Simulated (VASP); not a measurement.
**KNbO2: single point with PBE**

The system is KNbO2.

```
CELL_PARAMETERS angstrom
3.02610 0.00000 0.00000
-1.51305 2.62068 0.00000
0.00000 0.00000 13.27706
ATOMIC_POSITIONS crystal
K 0.00000 0.00000 0.25000
K 0.00000 0.00000 0.75000
Nb 0.00000 0.00000 0.00000
Nb 0.00000 0.00000 0.50000
O 0.66667 0.33333 0.40025
O 0.66667 0.33333 0.90025
O 0.33333 0.66667 0.09975
O 0.33333 0.66667 0.59975
```

```yaml
Program: VASP 6.6.1
Task: single point
Functional: PBE
Potentials_or_basis: VASP PAW PBE potentials, release 64 (K_sv, Nb_sv, O)
Cutoff: 520 eV
k_mesh: 12 × 12 × 2
Occupations: gaussian, width 0.2 eV
Spin: no spin polarisation
```

```
Pressure               : 0.2 GPa
Largest force          : 0.048 eV/Å
Band gap on the k mesh : zero (bands 34 and 35 overlap by 0.91 eV)
```

Forces on the atoms (eV/Å):
```
K    0.000  0.000  0.000
K    0.000  0.000  0.000
Nb   0.000  0.000  0.000
Nb   0.000  0.000  0.000
O    0.000  0.000  0.048
O    0.000  0.000  0.048
O    0.000  0.000 -0.048
O    0.000  0.000 -0.048
```

Stress tensor (GPa, compression positive):
```
0.27 0.00 0.00
0.00 0.27 0.00
0.00 0.00 0.13
```

Levels at points of the mesh, in eV from the Fermi level:
```csv
k point,band 30,band 31,band 32,band 33,band 34,band 35,band 36,band 37,band 38,band 39
"(0.00, 0.00, 0.00)",-3.58,-3.52,-3.52,-0.54,0.01,0.17,0.17,0.20,0.20,2.00
"(0.50, 0.00, 0.00)",-4.44,-4.06,-3.95,-1.80,-1.55,1.97,2.14,2.69,2.72,2.77
"(0.00, 0.00, 0.50)",-3.55,-3.55,-3.55,-0.28,-0.28,0.18,0.18,0.18,0.18,2.09
"(0.50, 0.00, 0.50)",-4.67,-4.00,-4.00,-1.67,-1.67,2.05,2.05,2.72,2.72,2.77
```

Run time: 5.4 min on 1 thread of AMD EPYC 7R13, with other jobs on the host, peak memory 0.29 GiB.
